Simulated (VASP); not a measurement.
Runs of VASP 6.6.1 on Cu. The structure is that of space group P6_3/mmc (No. 194), or close to it. The cells are those of the table. 

| cell | k mesh | gap on the mesh (eV) | pressure (GPa) |
| --- | --- | --- | --- |
| a = 2.531, b = 2.531, c = 4.842 Å, angles 105.1, 105.1, 120.0°, 2 atoms | 14 × 14 × 10 | none | 0.8 |
| a = 2.565, b = 2.565, c = 4.906 Å, angles 105.1, 105.1, 120.0°, 2 atoms | 18 × 18 × 9 | none | (a) |
| a = 2.629, b = 2.629, c = 5.028 Å, angles 105.1, 105.1, 120.0°, 2 atoms | 18 × 18 × 9 | none | -13.2 |
| a = 2.597, b = 2.597, c = 4.968 Å, angles 105.1, 105.1, 120.0°, 2 atoms | 18 × 18 × 9 | none | -9.7 |

Alike in all rows: task single point; level r2SCAN; potentials or basis VASP PAW PBE potentials, release 64 (Cu); no spin polarisation; cutoff (eV) 520; smearing fermi-dirac 0.1 eV.

**Question.** Estimate the missing entries.

**Answer.** (a) -5.2.

Caveats: the PAW data sets were made with another functional, which shifts forces and pressure a little.

A gap of «none» marks levels without a gap at the run's occupations.
